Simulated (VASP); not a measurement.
Wanted: the native input for a VASP 6.6.1 run.

| Property | Result |
| --- | --- |
| Task | single point |
| Functional | LDA |
| Potentials or basis | VASP PAW LDA potentials, release 64 (Sb) |
| Cutoff | 520 eV |
| k mesh | 15 × 15 × 15 |
| Occupations | gaussian, width 0.15 eV |
| Spin | no spin polarisation |
| Dipole correction | no |
| Further INCAR settings | ALGO = Normal; EDIFF = 1e-07; NBANDS = 12 |

The structure of Sb lies in POSCAR:

```
Sb
1.0
    2.1506003320      1.2416496806      3.7440000000
   -2.1506003320      1.2416496806      3.7440000000
    0.0000000000     -2.4832993611      3.7440000000
Sb
2
Direct
    0.2336400000      0.2336400000      0.2336400000
    0.7663600000      0.7663600000      0.7663600000
```

These files were run (other wordings do the same):

INCAR

```
  PREC = Accurate
  ENCUT = 520
  EDIFF = 1E-7
  ISMEAR = 0
  SIGMA = 0.15
  LREAL = F
  LASPH = T
  NELM = 100
  ALGO = Normal
  ISIF = 2
  LWAVE = F
  LCHARG = F
  GGA = CA
  NBANDS = 12
```

KPOINTS

```
Automatic mesh
0
Gamma
  15 15 15
```

Potentials or basis: VASP PAW LDA potentials, release 64 (Sb).

Run with:

```bash
$ cat potpaw_LDA.64/Sb/POTCAR > POTCAR
$ mpirun -np 1 vasp_std > vasp.out
```

It gave:

```json
{"Pressure": "-0.6 GPa", "Largest force": "0.152 eV/Å", "Band gap on the k mesh": "zero (band 5 reaches 7.22 eV, above the bottom of band 6 at 7.12 eV)"}
```

Caveat: spin-orbit coupling is left out, which moves the levels of the heavy elements.

Run time: 2.1 min on 1 thread of Intel(R) Xeon(R) Platinum 8488C (Sapphire Rapids), on a shared host, peak memory 0.32 GiB.
